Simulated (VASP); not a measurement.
# Zn (Fm-3m) in VASP: settings compared, part 2 of 2

VASP 6.6.1.

## 4. Single point, PBEsol (volume scaled by 1.04)

The input, INCAR:

```
ALGO = Normal
EDIFF = 1E-7
ENCUT = 520
GGA = PS
ISIF = 2
ISMEAR = -1
LASPH = T
LCHARG = T
LELF = T
LREAL = F
LVHAR = T
LWAVE = F
NBANDS = 12
NELM = 60
PREC = Accurate
SIGMA = 0.05
```

The input, KPOINTS:

```
k-points
0
Gamma
  12 12 12
```

The input, POSCAR:

```
Zn
1.0
    0.0000000000      1.9906312808      1.9906312808
    1.9906312808      0.0000000000      1.9906312808
    1.9906312808      1.9906312808      0.0000000000
Zn
1
Direct
    0.0000000000      0.0000000000      0.0000000000
```

Potentials or basis: VASP PAW PBE potentials, release 64 (Zn).

Launch:

```sh
$ cat potpaw_PBE.64/Zn/POTCAR > POTCAR
$ mpirun -np 1 vasp_std > vasp.out
```

OUTCAR:

```text
EDIFF = 1E-7
   ENCUT = 520
   GGA = PS
   ISIF = 2
   ISMEAR = -1
   LASPH = T
   LREAL = F
   NELM = 60
   PREC = Accurate

 ion  position               nearest neighbor table
   1  0.000  0.000  0.000-

  LATTYP: Found a face centered cubic cell.
 ALAT       =     3.9812625616

  Lattice vectors:

 A1 = (   0.0000000000,   1.9906312808,   1.9906312808)
 A2 = (   1.9906312808,   0.0000000000,   1.9906312808)
 A3 = (   1.9906312808,   1.9906312808,   0.0000000000)

Analysis of symmetry for initial positions (statically):
=====================================================================
 Subroutine PRICEL returns:
 Original cell was already a primitive cell.

 Routine SETGRP: Setting up the symmetry group for a
 face centered cubic supercell.

 Subroutine GETGRP returns: Found 48 space group operations
 (whereof 48 operations were pure point group operations)
 out of a pool of 48 trial point group operations.

The static configuration has the point symmetry O_h .

Analysis of symmetry for dynamics (positions and initial velocities):
=====================================================================
 Subroutine PRICEL returns:
 Original cell was already a primitive cell.

[... 158 lines left out ...]
 Fermi energy:         2.5812872827

 k-point     1 :       0.0000    0.0000    0.0000
  band No.  band energies     occupation
      1      -7.4212      2.00000
      2      -4.8492      2.00000
      3      -4.8492      2.00000
      4      -4.8492      2.00000
      5      -4.4938      2.00000
      6      -4.4938      2.00000
      7      20.3404      0.00000
      8      20.3404      0.00000
      9      20.3404      0.00000
     10      21.2585      0.00000
     11      23.1798      0.00000
     12      23.1798      0.00000
[... 331 lines left out ...]
 k-point    24 :      -0.4167    0.1667    0.0000
  band No.  band energies     occupation
      1      -5.3150      2.00000
      2      -4.9288      2.00000
      3      -4.7186      2.00000
      4      -4.5169      2.00000
      5      -4.2693      2.00000
      6       0.4187      2.00000
      7       2.2178      1.99861
      8      11.7539      0.00000
      9      15.3412      0.00000
     10      17.7066      0.00000
     11      24.5007      0.00000
     12      25.5810      0.00000

 [... further k-points ...]
[... 5 lines left out ...]
  --------------------------------------------------------------------------------------
  -------------------------------------------------------------------------------------
  Total       -0.6816901     -0.6816901     -0.6816901     -0.0000000      0.0000000     -0.0000000
  in kB      -69.2301249    -69.2301249    -69.2301249     -0.0000000      0.0000000     -0.0000000
  external PRESSURE =     -69.2301249 kB  Pullay stress =       0.0000000 kB

 VOLUME and BASIS-vectors are now :
 -----------------------------------------------------------------------------
  energy-cutoff  :      520.00
  volume of cell :       15.78
      direct lattice vectors                 reciprocal lattice vectors
     0.000000000  1.990631281  1.990631281    -0.251176602  0.251176602  0.251176602
     1.990631281  0.000000000  1.990631281     0.251176602 -0.251176602  0.251176602
     1.990631281  1.990631281  0.000000000     0.251176602  0.251176602 -0.251176602

 POSITION                                       TOTAL-FORCE (eV/Angst)
 -----------------------------------------------------------------------------------
      0.00000      0.00000      0.00000        -0.000000     -0.000000      0.000000
 -----------------------------------------------------------------------------------
    total drift:                               -0.000000     -0.000000     -0.000000

  FREE ENERGIE OF THE ION-ELECTRON SYSTEM (eV)
  ---------------------------------------------------
  free  energy   TOTEN  =        -1.5145743722 eV

  energy  without entropy=       -1.5108623544  energy(sigma->0) =       -1.51271836
```

stdout:

```text
POSCAR found type information on POSCAR Zn
 POSCAR found :  1 types and       1 ions
 scaLAPACK will be used
 -----------------------------------------------------------------------------
|                                                                             |
|                                                                             |
|     You enforced a specific xc type in the INCAR file but a different       |
|     I HOPE YOU KNOW WHAT YOU ARE DOING!                                     |
|                                                                             |
 -----------------------------------------------------------------------------

 LDA part: xc-table for (Slater+PW92), standard interpolation
 POSCAR, INCAR and KPOINTS ok, starting setup
 FFT: planning ... GRIDC
 FFT: planning ... GRID_SOFT
 FFT: planning ... GRID
 WAVECAR not read
 entering main loop
```

It took 45 s on 1 thread of AMD EPYC 7R13, shared host; peak memory 0.11 GiB.

Results:

```yaml
Free_energy: -1.5146 eV
Pressure: -6.9 GPa
Band_gap_on_the_k_mesh: zero (band 6 reaches 4.86 eV, above the bottom of band 7 at 1.19 eV)
```

Levels at points of the mesh, in eV from the Fermi level:
| k point | band 4 | band 5 | band 6 | band 7 | band 8 | band 9 |
| --- | --- | --- | --- | --- | --- | --- |
| (0.00, 0.00, 0.00) | -7.43 | -7.08 | -7.08 | 17.76 | 17.76 | 17.76 |
| (0.50, 0.00, 0.00) | -6.81 | -6.81 | -2.69 | -1.39 | 14.83 | 14.83 |
| (0.50, 0.50, 0.00) | -6.74 | -6.74 | -0.85 | 1.63 | 8.27 | 8.27 |

Caveat: the PAW data sets were made with another functional, which shifts forces and pressure a little.

## 5. Single point, PBEsol (volume scaled by 1.06)

The input, INCAR:

```
SYSTEM = Zn
ALGO = Normal
EDIFF = 1E-7
ENCUT = 520
GGA = PS
ISIF = 2
ISMEAR = -1
LASPH = .True.
LCHARG = .True.
LELF = .True.
LREAL = .False.
LVHAR = .True.
LWAVE = .False.
NBANDS = 12
NELM = 80
PREC = Accurate
SIGMA = 0.05
```

The input, KPOINTS:

```
k-points
0
Gamma
  12 12 12
  0 0 0
```

The input, POSCAR:

```
Zn
1.0
    0.0000000000      2.0033108028      2.0033108028
    2.0033108028      0.0000000000      2.0033108028
    2.0033108028      2.0033108028      0.0000000000
Zn
1
Direct
    0.0000000000      0.0000000000      0.0000000000
```

Launch:

```sh
$ cat potpaw_PBE.64/Zn/POTCAR > POTCAR
$ mpirun -np 1 vasp_std > vasp.out
```

Run time: 41 s. Hardware: 1 thread of AMD EPYC 7R13, shared host; peak memory 0.11 GiB.

It converged, with:

- Free energy: -1.5007 eV
- Pressure: -7.7 GPa
- Band gap on the k mesh: zero (band 6 reaches 4.72 eV, above the bottom of band 7 at 1.04 eV)

Levels at points of the mesh, in eV from the Fermi level:
| k point | band 4 | band 5 | band 6 | band 7 | band 8 | band 9 |
| --- | --- | --- | --- | --- | --- | --- |
| (0.00, 0.00, 0.00) | -7.38 | -7.04 | -7.04 | 17.50 | 17.50 | 17.50 |
| (0.50, 0.00, 0.00) | -6.78 | -6.78 | -2.61 | -1.41 | 14.61 | 14.61 |
| (0.50, 0.50, 0.00) | -6.72 | -6.72 | -0.80 | 1.57 | 8.18 | 8.18 |

Caveat: the PAW data sets were made with another functional, which shifts forces and pressure a little.

## 6. Single point, PBE (volume scaled by 0.98)

The input, INCAR:

```
SYSTEM = Zn
PREC     = Accurate       ! precision mode
ENCUT    = 520            ! plane-wave cutoff, eV
EDIFF    = 1E-6           ! SCF threshold, eV
ISMEAR   = -1             ! smearing method
SIGMA    = 0.05           ! smearing width, eV
LREAL    = .FALSE.        ! projectors in reciprocal space
LASPH    = .TRUE.         ! aspherical terms in the spheres
NELM     = 100            ! most SCF steps
ALGO     = Fast           ! electronic algorithm
ISIF     = 2              ! what is computed and relaxed
LWAVE    = .FALSE.        ! write WAVECAR
LCHARG   = .TRUE.         ! write CHGCAR
GGA      = PE             ! functional
LELF     = .TRUE.         ! ELF
LVHAR    = .TRUE.       
NBANDS   = 12             ! bands
```

The input, KPOINTS:

```
Automatic mesh
0
G
  12 12 12
  0 0 0
```

The input, POSCAR:

```
Zn
1.0
    0.0000000000      1.9515891866      1.9515891866
    1.9515891866      0.0000000000      1.9515891866
    1.9515891866      1.9515891866      0.0000000000
Zn
1
Direct
    0.0000000000      0.0000000000      0.0000000000
```

Potentials or basis: VASP PAW PBE potentials, release 64 (Zn).

Launch:

```sh
$ cat potpaw_PBE.64/Zn/POTCAR > POTCAR
$ mpirun -np 1 vasp_std > vasp.out
```

OUTCAR:

```text
SYSTEM = Zn
   PREC = Accurate
   ENCUT = 520
   EDIFF = 1E-6
   ISMEAR = -1
   LREAL = .FALSE.
   LASPH = .TRUE.
   NELM = 100
   ISIF = 2
   GGA = PE

 ion  position               nearest neighbor table
   1  0.000  0.000  0.000-

  LATTYP: Found a face centered cubic cell.
 ALAT       =     3.9031783732

  Lattice vectors:

 A1 = (   0.0000000000,   1.9515891866,   1.9515891866)
 A2 = (   1.9515891866,   0.0000000000,   1.9515891866)
 A3 = (   1.9515891866,   1.9515891866,   0.0000000000)

Analysis of symmetry for initial positions (statically):
=====================================================================
 Subroutine PRICEL returns:
 Original cell was already a primitive cell.

 Routine SETGRP: Setting up the symmetry group for a
 face centered cubic supercell.

 Subroutine GETGRP returns: Found 48 space group operations
 (whereof 48 operations were pure point group operations)
 out of a pool of 48 trial point group operations.

The static configuration has the point symmetry O_h .

Analysis of symmetry for dynamics (positions and initial velocities):
=====================================================================
 Subroutine PRICEL returns:
 Original cell was already a primitive cell.

 Routine SETGRP: Setting up the symmetry group for a
 face centered cubic supercell.

 Subroutine GETGRP returns: Found 48 space group operations
 (whereof 48 operations were pure point group operations)
 out of a pool of 48 trial point group operations.

The dynamic configuration has the point symmetry O_h .

 Subroutine INISYM returns: Found 48 space group operations
 (whereof 48 operations are pure point group operations),
 and found     1 'primitive' translations

----------------------------------------------------------------------------------------

                                     Primitive cell

  volume of cell :      14.8660

  direct lattice vectors                    reciprocal lattice vectors
     0.000000000  1.951589187  1.951589187    -0.256201461  0.256201461  0.256201461
     1.951589187  0.000000000  1.951589187     0.256201461 -0.256201461  0.256201461
     1.951589187  1.951589187  0.000000000     0.256201461  0.256201461 -0.256201461

  length of vectors
     2.759963896  2.759963896  2.759963896     0.443753947  0.443753947  0.443753947

  position of ions in fractional coordinates (direct lattice)
     0.000000000  0.000000000  0.000000000

  ion indices of the primitive-cell ions
   primitive index   ion index
                 1           1

----------------------------------------------------------------------------------------

 KPOINTS: Automatic mesh

Automatic generation of k-mesh.
 Grid dimensions read from file:
 generate k-points for:   12   12   12

 Generating k-lattice:

  Cartesian coordinates                     Fractional coordinates (reciprocal lattice)
    -0.021350122  0.021350122  0.021350122     0.083333333  0.000000000  0.000000000
     0.021350122 -0.021350122  0.021350122     0.000000000  0.083333333  0.000000000
     0.021350122  0.021350122 -0.021350122     0.000000000  0.000000000  0.083333333

  Length of vectors
     0.036979496  0.036979496  0.036979496

  Shift w.r.t. Gamma in fractional coordinates (k-lattice)
     0.000000000  0.000000000  0.000000000

 Subroutine IBZKPT returns following result:
 ===========================================

 Found     72 irreducible k-points:

 Following reciprocal coordinates:
            Coordinates               Weight
  0.000000  0.000000  0.000000      1.000000
  0.083333  0.000000  0.000000      8.000000
  0.166667  0.000000  0.000000      8.000000
  0.250000  0.000000  0.000000      8.000000
  0.333333  0.000000  0.000000      8.000000
  0.416667  0.000000  0.000000      8.000000
[... 16 lines left out ...]
  0.500000  0.166667  0.000000     24.000000
 -0.416667  0.166667  0.000000     24.000000
 [... further k-points ...]
   k-points           NKPTS =     72   k-points in BZ     NKDIM =     72   number of bands    NBANDS=     12
   number of dos      NEDOS =    301   number of ions     NIONS =      1
   total plane-waves  NPLWV =  13824
   dimension x,y,z NGX =    24 NGY =   24 NGZ =   24
   dimension x,y,z NGXF=    48 NGYF=   48 NGZF=   48
   ions per type =               1
   NGX,Y,Z   is equivalent  to a cutoff of  14.46, 14.46, 14.46 a.u.
   NGXF,Y,Z  is equivalent  to a cutoff of  28.91, 28.91, 28.91 a.u.
 SYSTEM =  Zn
   PREC   = accura    normal or accurate (medium, high low for compatibility)
   ISTART =      0    job   : 0-new  1-cont  2-samecut
   ICHARG =      2    charge: 1-file 2-atom 10-const
   ISPIN  =      1    spin polarized calculation?
   LNONCOLLINEAR =      F non collinear calculations
   LSORBIT =      F    spin-orbit coupling
   LASPH  =      T    aspherical Exc in radial PAW
   ENCUT  =  520.0 eV  38.22 Ry    6.18 a.u.   5.13  5.13  5.13*2*pi/ulx,y,z
   NELM   =    100;   NELMIN=  2; NELMDL= -5     # of ELM steps
   EDIFF  = 0.1E-05   stopping-criterion for ELM
   LREAL  =      F    real-space projection
   EDIFFG = 0.1E-04   stopping-criterion for IOM
   NSW    =      0    number of steps for IOM
   IBRION =     -1    ionic relax: 0-MD 1-quasi-New 2-CG
   NFREE  =      0    steps in history (QN), initial steepest desc. (CG)
   ISIF   =      2    stress and relaxation
   ISYM   =      2    0-nonsym 1-usesym 2-fastsym
   POTIM  = 0.5000    time-step for ionic-motion
   TEBEG  =    0.0;   TEEND  =   0.0 temperature during run
   PSTRESS=    0.0 pullay stress
   NELECT =      12.0000    total number of electrons
   NUPDOWN=      -1.0000    fix difference up-down
   EMIN   =  10.00;   EMAX   =-10.00  energy-range for DOS
   EFERMI =   0.00;   METHOD = LEGACY
   ISMEAR =    -1;   SIGMA  =   0.05  broadening in eV -4-tet -1-fermi 0-gaus
   EFERMI_NEDOS =   21; number of points for ismear=-14 and -15
   IALGO  =     68    algorithm
   IMIX   =      4    mixing-type and parameters
     AMIX     =   0.40;   BMIX     =  1.00
     AMIX_MAG =   1.60;   BMIX_MAG =  1.00
  volume/ion in A,a.u.               =      14.87       100.32
  Fermi-wavevector in a.u.,A,eV,Ry     =   1.524299  2.880508 31.612968  2.323488
  Thomas-Fermi vector in A             =   2.632625
   LORBIT       =      0    0 simple, 1 ext, 2 COOP (PROOUT), +10 PAW based schemes
   GGA     = PE    functional components
   LHFCALC =     F    Hartree Fock is set to
   AEXX    =    0.0000 exact exchange contribution
   IVDW    =     0    specifies the selected vdW correction
   LEPSILON=     F    determine dielectric tensor
   LRPA    =     F    only Hartree local field effects (RPA)
 non-spin polarized calculation
 RMM-DIIS sequential band-by-band and
  energy-cutoff  :      520.00
  volume of cell :       14.87
 maximum number of plane-waves:       415
 NGX is ok and might be reduce to    24
   NGX = 11   NGY = 11   NGZ = 11

 number of electron      12.0000009 magnetization

 Free energy of the ion-electron system (eV)
  ---------------------------------------------------
  ext. energy  EPLUGINS =         0.00000000
  ---------------------------------------------------
  free energy    TOTEN  =        -1.07565324 eV

  energy without entropy =       -1.07247442  energy(sigma->0) =       -1.07406383

 E-fermi :   3.1820     XC(G=0): -11.6840

 val. band max:        3.0620052464   @ k =  -0.4167   0.3333   0.0000
 cond. band min:       3.2022075411   @ k =  -0.3333   0.3333   0.1667
 fundamental gap:      0.1402022947
 Fermi energy:         3.1820188520

 k-point     1 :       0.0000    0.0000    0.0000
  band No.  band energies     occupation
      1      -7.2888      2.00000
      2      -4.4507      2.00000
      3      -4.4507      2.00000
      4      -4.4507      2.00000
      5      -4.0564      2.00000
      6      -4.0564      2.00000
      7      21.7819      0.00000
      8      21.7819      0.00000
      9      21.7819      0.00000
     10      22.2731      0.00000
     11      24.5300      0.00000
     12      24.5300      0.00000

 k-point     2 :       0.0833    0.0000    0.0000
  band No.  band energies     occupation
      1      -7.0768      2.00000
      2      -4.4679      2.00000
      3      -4.4267      2.00000
      4      -4.4267      2.00000
      5      -4.0629      2.00000
      6      -4.0629      2.00000
      7      18.6246      0.00000
      8      21.1564      0.00000
      9      21.1564      0.00000
     10      22.0670      0.00000
     11      25.5169      0.00000
     12      25.5169      0.00000
[... 316 lines left out ...]
 k-point    24 :      -0.4167    0.1667    0.0000
  band No.  band energies     occupation
      1      -4.9819      2.00000
      2      -4.5442      2.00000
      3      -4.3077      2.00000
      4      -4.0960      2.00000
      5      -3.8083      2.00000
      6       0.8926      2.00000
      7       2.8645      1.99651
      8      12.7509      0.00000
      9      16.4978      0.00000
     10      18.8147      0.00000
     11      25.9312      0.00000
     12      27.0329      0.00000

 [... further k-points ...]
[... 5 lines left out ...]
  --------------------------------------------------------------------------------------
  -------------------------------------------------------------------------------------
  Total        0.1460760      0.1460760      0.1460760      0.0000000      0.0000000     -0.0000000
  in kB       15.7432426     15.7432426     15.7432426      0.0000000      0.0000000     -0.0000000
  external PRESSURE =      15.7432426 kB  Pullay stress =       0.0000000 kB

 VOLUME and BASIS-vectors are now :
 -----------------------------------------------------------------------------
  energy-cutoff  :      520.00
  volume of cell :       14.87
      direct lattice vectors                 reciprocal lattice vectors
     0.000000000  1.951589187  1.951589187    -0.256201461  0.256201461  0.256201461
     1.951589187  0.000000000  1.951589187     0.256201461 -0.256201461  0.256201461
     1.951589187  1.951589187  0.000000000     0.256201461  0.256201461 -0.256201461

 POSITION                                       TOTAL-FORCE (eV/Angst)
 -----------------------------------------------------------------------------------
      0.00000      0.00000      0.00000         0.000000      0.000000      0.000000
 -----------------------------------------------------------------------------------
    total drift:                                0.000000      0.000000      0.000000

  FREE ENERGIE OF THE ION-ELECTRON SYSTEM (eV)
  ---------------------------------------------------
  free  energy   TOTEN  =        -1.0756532390 eV

  energy  without entropy=       -1.0724744174  energy(sigma->0) =       -1.07406383
```

Wall time 8.1 s (1 thread of Intel Xeon Platinum 8488C (Sapphire Rapids), shared host); peak memory 0.14 GiB.

Results:

| Item | Value |
| --- | --- |
| Free energy | -1.0757 eV |
| Pressure | 1.6 GPa |
| Band gap on the k mesh | zero (band 6 reaches 5.49 eV, above the bottom of band 7 at 1.88 eV) |

## 7. Overview

```tsv
level	potentials or basis	cell	gap on the mesh (eV)	pressure (GPa)
LDA	VASP PAW LDA potentials, release 64 (Zn)	a = 2.833 Å, angles 60.0°, 1 atom	none	-10.6
PBEsol	VASP PAW PBE potentials, release 64 (Zn)	a = 2.797 Å, angles 60.0°, 1 atom	none	-6.0
PBEsol	VASP PAW PBE potentials, release 64 (Zn)	a = 2.815 Å, angles 60.0°, 1 atom	none	-6.9
PBEsol	VASP PAW PBE potentials, release 64 (Zn)	a = 2.833 Å, angles 60.0°, 1 atom	none	-7.7
PBE	VASP PAW PBE potentials, release 64 (Zn)	a = 2.760 Å, angles 60.0°, 1 atom	none	1.6
```

Alike in all rows: task single point; no spin polarisation; k mesh 12 × 12 × 12; cutoff (eV) 520; smearing fermi-dirac 0.05 eV.

Caveats: the PAW data sets were made with another functional, which shifts forces and pressure a little (some runs).

Absolute energies hang on the potentials; compare differences alone.
